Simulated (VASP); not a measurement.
# TaN in VASP: single point with PBE

Aim: the single point of TaN with PBE.

Program: VASP 6.6.1. These are calculated values, not measurements. Logs are shortened: lines on timing, memory, paths and dates and some standing lists are left out, and cuts for length are marked.

**1. The cell of the first run**

The cell holds a slab with vacuum, 8 atoms: a = 3.123 Å, b = 3.123 Å, c = 22.626 Å, α = 90.00°, β = 90.00°, γ = 90.00°.

**2. Single point, PBE**

INCAR reads:

```
SYSTEM = TaN
PREC = Accurate ; ENCUT = 520
EDIFF = 1E-6 ; ISMEAR = -1
SIGMA = 0.08 ; LREAL = .False.
LASPH = .True. ; NELM = 100
ALGO = Normal ; ISIF = 2
LWAVE = .False. ; LCHARG = .False.
LDIPOL = .True. ; IDIPOL = 3
DIPOL = 0.5 0.5 0.500 ; GGA = PE
NBANDS = 42 ; ISYM = 0
```

KPOINTS reads:

```
regular mesh
0
Gamma
  13 13 1
  0 0 0
```

POSCAR reads:

```
TaN
1.0
    3.1233934549      0.0000000000      0.0000000000
    0.0000000000      3.1233934549      0.0000000000
    0.0000000000      0.0000000000     22.6257000000
Ta N
4 4
Direct
    0.0000000000      0.0000000000      0.3535798212
    0.5000000000      0.5000000000      0.4511932734
    0.0000000000      0.0000000000      0.5488067261
    0.5000000000      0.5000000000      0.6464201788
    0.5000000000      0.5000000000      0.3535798212
    0.0000000000      0.0000000000      0.4511932734
    0.5000000000      0.5000000000      0.5488067261
    0.0000000000      0.0000000000      0.6464201788
```

Potentials or basis: VASP PAW PBE potentials, release 64 (Ta_pv, N).

Started as:

```
> cat potpaw_PBE.64/Ta_pv/POTCAR potpaw_PBE.64/N/POTCAR > POTCAR
> mpirun -np 1 vasp_std > vasp.out
```

OUTCAR:

```text
SYSTEM = TaN
   PREC = Accurate
   ENCUT = 520
   EDIFF = 1E-6
   ISMEAR = -1
   LREAL = .False.
   LASPH = .True.
   NELM = 100
   ISIF = 2
   GGA = PE
   ISYM = 0

 ion  position               nearest neighbor table
   1  0.000  0.000  0.354-   6 2.21   5 2.21   5 2.21   5 2.21   5 2.21   2 3.12   2 3.12   2 3.12
                             2 3.12
   2  0.500  0.500  0.451-   5 2.21   6 2.21   6 2.21   6 2.21   6 2.21   7 2.21   1 3.12   1 3.12
                             1 3.12   1 3.12   3 3.12   3 3.12   3 3.12   3 3.12
   3  0.000  0.000  0.549-   7 2.21   7 2.21   7 2.21   7 2.21   6 2.21   8 2.21   2 3.12   2 3.12
                             2 3.12   2 3.12   4 3.12   4 3.12   4 3.12   4 3.12
   4  0.500  0.500  0.646-   8 2.21   8 2.21   8 2.21   8 2.21   7 2.21   3 3.12   3 3.12   3 3.12
                             3 3.12
   5  0.500  0.500  0.354-   2 2.21   1 2.21   1 2.21   1 2.21   1 2.21
   6  0.000  0.000  0.451-   1 2.21   2 2.21   2 2.21   2 2.21   2 2.21   3 2.21
   7  0.500  0.500  0.549-   3 2.21   3 2.21   3 2.21   3 2.21   2 2.21   4 2.21
   8  0.000  0.000  0.646-   4 2.21   4 2.21   4 2.21   4 2.21   3 2.21

IMPORTANT INFORMATION: All symmetrisations will be switched off!
NOSYMM: (Re-)initialisation of all symmetry stuff for point group C_1.

----------------------------------------------------------------------------------------

                                     Primitive cell

  volume of cell :     220.7270

  direct lattice vectors                    reciprocal lattice vectors
     3.123393455  0.000000000  0.000000000     0.320164595  0.000000000  0.000000000
     0.000000000  3.123393455  0.000000000     0.000000000  0.320164595  0.000000000
     0.000000000  0.000000000 22.625700000     0.000000000  0.000000000  0.044197528

  length of vectors
     3.123393455  3.123393455 22.625700000     0.320164595  0.320164595  0.044197528

  position of ions in fractional coordinates (direct lattice)
     0.000000000  0.000000000  0.353579821
     0.500000000  0.500000000  0.451193273
     0.000000000  0.000000000  0.548806726
     0.500000000  0.500000000  0.646420179
     0.500000000  0.500000000  0.353579821
     0.000000000  0.000000000  0.451193273
     0.500000000  0.500000000  0.548806726
     0.000000000  0.000000000  0.646420179

  ion indices of the primitive-cell ions
   primitive index   ion index
                 1           1
                 2           2
                 3           3
                 4           4
                 5           5
                 6           6
                 7           7
                 8           8

----------------------------------------------------------------------------------------

 KPOINTS: regular mesh

Automatic generation of k-mesh.
 Grid dimensions read from file:
 generate k-points for:   13   13    1

 Generating k-lattice:

  Cartesian coordinates                     Fractional coordinates (reciprocal lattice)
     0.024628046  0.000000000  0.000000000     0.076923077  0.000000000  0.000000000
     0.000000000  0.024628046  0.000000000     0.000000000  0.076923077  0.000000000
     0.000000000  0.000000000  0.044197528     0.000000000  0.000000000  1.000000000

  Length of vectors
     0.024628046  0.024628046  0.044197528

  Shift w.r.t. Gamma in fractional coordinates (k-lattice)
     0.000000000  0.000000000  0.000000000

 Subroutine IBZKPT returns following result:
 ===========================================

 Found     85 irreducible k-points:

 Following reciprocal coordinates:
            Coordinates               Weight
  0.000000  0.000000  0.000000      1.000000
  0.076923  0.000000  0.000000      2.000000
  0.000000  0.076923  0.000000      2.000000
  0.153846  0.000000  0.000000      2.000000
  0.000000  0.153846  0.000000      2.000000
  0.230769  0.000000  0.000000      2.000000
[... 16 lines left out ...]
  0.076923  0.230769  0.000000      2.000000
  0.307692  0.076923  0.000000      2.000000
 [... further k-points ...]
   k-points           NKPTS =     85   k-points in BZ     NKDIM =     85   number of bands    NBANDS=     42
   number of dos      NEDOS =    301   number of ions     NIONS =      8
   total plane-waves  NPLWV =  96768
   dimension x,y,z NGX =    24 NGY =   24 NGZ =  168
   dimension x,y,z NGXF=    48 NGYF=   48 NGZF=  336
   ions per type =               4   4
   NGX,Y,Z   is equivalent  to a cutoff of  12.77, 12.77, 12.34 a.u.
   NGXF,Y,Z  is equivalent  to a cutoff of  25.55, 25.55, 24.69 a.u.
 SYSTEM =  TaN
   PREC   = accura    normal or accurate (medium, high low for compatibility)
   ISTART =      0    job   : 0-new  1-cont  2-samecut
   ICHARG =      2    charge: 1-file 2-atom 10-const
   ISPIN  =      1    spin polarized calculation?
   LNONCOLLINEAR =      F non collinear calculations
   LSORBIT =      F    spin-orbit coupling
   LASPH  =      T    aspherical Exc in radial PAW
   ENCUT  =  520.0 eV  38.22 Ry    6.18 a.u.   5.81  5.81 42.07*2*pi/ulx,y,z
   NELM   =    100;   NELMIN=  2; NELMDL= -5     # of ELM steps
   EDIFF  = 0.1E-05   stopping-criterion for ELM
   LREAL  =      F    real-space projection
   EDIFFG = 0.1E-04   stopping-criterion for IOM
   NSW    =      0    number of steps for IOM
   IBRION =     -1    ionic relax: 0-MD 1-quasi-New 2-CG
   NFREE  =      0    steps in history (QN), initial steepest desc. (CG)
   ISIF   =      2    stress and relaxation
   ISYM   =      0    0-nonsym 1-usesym 2-fastsym
   POTIM  = 0.5000    time-step for ionic-motion
   TEBEG  =    0.0;   TEEND  =   0.0 temperature during run
   PSTRESS=    0.0 pullay stress
   NELECT =      64.0000    total number of electrons
   NUPDOWN=      -1.0000    fix difference up-down
   EMIN   =  10.00;   EMAX   =-10.00  energy-range for DOS
   EFERMI =   0.00;   METHOD = LEGACY
   ISMEAR =    -1;   SIGMA  =   0.08  broadening in eV -4-tet -1-fermi 0-gaus
   EFERMI_NEDOS =   21; number of points for ismear=-14 and -15
   IALGO  =     38    algorithm
   IMIX   =      4    mixing-type and parameters
     AMIX     =   0.40;   BMIX     =  1.00
     AMIX_MAG =   1.60;   BMIX_MAG =  1.00
  volume/ion in A,a.u.               =      27.59       186.19
  Fermi-wavevector in a.u.,A,eV,Ry     =   1.083552  2.047616 15.974390  1.174085
  Thomas-Fermi vector in A             =   2.219621
   LORBIT       =      0    0 simple, 1 ext, 2 COOP (PROOUT), +10 PAW based schemes
   GGA     = PE    functional components
   LHFCALC =     F    Hartree Fock is set to
   AEXX    =    0.0000 exact exchange contribution
   IVDW    =     0    specifies the selected vdW correction
   LEPSILON=     F    determine dielectric tensor
   LRPA    =     F    only Hartree local field effects (RPA)
 non-spin polarized calculation
  energy-cutoff  :      520.00
  volume of cell :      220.73
 maximum number of plane-waves:      5990
   NGX = 11   NGY = 11   NGZ = 85

 dipolmoment           0.000000      0.000000      0.000006 electrons x Angstroem

 number of electron      63.9999999 magnetization

 dipolmoment           0.000000      0.000000     -0.000002 electrons x Angstroem

 Free energy of the ion-electron system (eV)
  ---------------------------------------------------
  ext. energy  EPLUGINS =         0.00000000
  ---------------------------------------------------
  free energy    TOTEN  =       -85.53868927 eV

  energy without entropy =      -85.45748963  energy(sigma->0) =      -85.49808945

 E-fermi :   1.4536     XC(G=0):  -6.2190

 val. band max:        1.4269096797   @ k =   0.1538   0.1538   0.0000
 cond. band min:       1.4597991939   @ k =   0.3077   0.0000   0.0000
 fundamental gap:      0.0328895142
 Fermi energy:         1.4536222125

 k-point     1 :       0.0000    0.0000    0.0000
  band No.  band energies     occupation
      1     -34.8623      2.00000
      2     -34.7572      2.00000
      3     -34.5325      2.00000
      4     -34.4982      2.00000
      5     -34.4982      2.00000
      6     -34.4325      2.00000
[... 34 lines left out ...]
     41       2.7684      0.00000
     42       3.0606      0.00000

 k-point     2 :       0.0769    0.0000    0.0000
  band No.  band energies     occupation
      1     -34.8550      2.00000
      2     -34.7631      2.00000
      3     -34.5646      2.00000
      4     -34.5150      2.00000
      5     -34.4920      2.00000
      6     -34.4290      2.00000
[... 34 lines left out ...]
     41       3.1748      0.00000
     42       3.4980      0.00000

 k-point     3 :       0.0000    0.0769    0.0000
  band No.  band energies     occupation
      1     -34.8550      2.00000
      2     -34.7631      2.00000
      3     -34.5646      2.00000
      4     -34.5150      2.00000
      5     -34.4920      2.00000
      6     -34.4290      2.00000
[... 34 lines left out ...]
     41       3.1748      0.00000
     42       3.5364      0.00000

 k-point     4 :       0.1538    0.0000    0.0000
  band No.  band energies     occupation
      1     -34.8358      2.00000
      2     -34.7861      2.00000
      3     -34.6406      2.00000
      4     -34.5616      2.00000
      5     -34.4742      2.00000
      6     -34.4629      2.00000
[... 844 lines left out ...]
     41       3.6966      0.00000
     42       4.1092      0.00000

 k-point    23 :       0.0769    0.2308    0.0000
  band No.  band energies     occupation
      1     -34.8288      2.00000
      2     -34.8113      2.00000
      3     -34.7270      2.00000
      4     -34.6375      2.00000
      5     -34.5274      2.00000
      6     -34.5203      2.00000
[... 34 lines left out ...]
     41       3.6966      0.00000
     42       4.1092      0.00000

 k-point    24 :       0.3077    0.0769    0.0000
  band No.  band energies     occupation
      1     -34.8928      2.00000
      2     -34.8563      2.00000
      3     -34.7689      2.00000
      4     -34.7283      2.00000
      5     -34.5873      2.00000
      6     -34.5448      2.00000
[... 34 lines left out ...]
     41       3.5669      0.00000
     42       4.2306      0.00000

 [... further k-points ...]

------------------------ aborting loop because EDIFF is reached ----------------------------------------

 vacuum level on the upper side and lower side of the slab       (xc-potential included)        -0.220        -0.222

  FORCE on cell =-STRESS in cart. coord.  units (eV):
  Direction    XX          YY          ZZ          XY          YZ          ZX
  --------------------------------------------------------------------------------------
  -------------------------------------------------------------------------------------
  Total       -8.1367038     -8.1367029     -0.8813147      0.0000003     -0.0000006     -0.0000003
  in kB      -59.0613909    -59.0613847     -6.3971450      0.0000021     -0.0000043     -0.0000018
  external PRESSURE =     -41.5066402 kB  Pullay stress =       0.0000000 kB

 VOLUME and BASIS-vectors are now :
 -----------------------------------------------------------------------------
  energy-cutoff  :      520.00
  volume of cell :      220.73
      direct lattice vectors                 reciprocal lattice vectors
     3.123393455  0.000000000  0.000000000     0.320164595  0.000000000  0.000000000
     0.000000000  3.123393455  0.000000000     0.000000000  0.320164595  0.000000000
     0.000000000  0.000000000 22.625700000     0.000000000  0.000000000  0.044197528

 POSITION                                       TOTAL-FORCE (eV/Angst)
 -----------------------------------------------------------------------------------
      0.00000      0.00000      7.99999         0.000000     -0.000000      2.081122
      1.56170      1.56170     10.20856         0.000000     -0.000000     -0.853887
      0.00000      0.00000     12.41714         0.000000     -0.000000      0.853905
      1.56170      1.56170     14.62571         0.000000     -0.000000     -2.081105
      1.56170      1.56170      7.99999         0.000001      0.000001     -1.340527
      0.00000      0.00000     10.20856        -0.000000      0.000000     -1.002453
      1.56170      1.56170     12.41714        -0.000000     -0.000000      1.002418
      0.00000      0.00000     14.62571        -0.000001      0.000000      1.340527
 -----------------------------------------------------------------------------------
    total drift:                               -0.000001      0.000000     -0.000066

  FREE ENERGIE OF THE ION-ELECTRON SYSTEM (eV)
  ---------------------------------------------------
  free  energy   TOTEN  =       -85.5386892653 eV

  energy  without entropy=      -85.4574896350  energy(sigma->0) =      -85.49808945

 vacuum level on the upper side and lower side of the slab         4.958         4.959
```

It took 15 min on 1 thread of Intel Xeon Platinum 8488C (Sapphire Rapids), shared host; peak memory 0.72 GiB.

What came out:

```yaml
Free_energy: -85.5387 eV
Largest_force: 2.081 eV/Å
Band_gap_on_the_k_mesh: zero (bands 32 and 33 overlap by 2.37 eV)
```

Forces in eV/Å, atoms in the order of the input:
```
Ta   0.000  0.000  2.081
Ta   0.000  0.000 -0.854
Ta   0.000  0.000  0.854
Ta   0.000  0.000 -2.081
N    0.000  0.000 -1.341
N    0.000  0.000 -1.002
N    0.000  0.000  1.002
N    0.000  0.000  1.341
```

Levels at points of the mesh, in eV from the Fermi level:
| k point | band 28 | band 29 | band 30 | band 31 | band 32 | band 33 | band 34 | band 35 | band 36 | band 37 |
| --- | --- | --- | --- | --- | --- | --- | --- | --- | --- | --- |
| (0.00, 0.00, 0.00) | -3.75 | -3.39 | -3.39 | -3.07 | -2.27 | -0.99 | -0.99 | -0.82 | 0.35 | 0.37 |

Caveat: spin-orbit coupling is left out, which moves the levels of the heavy elements.
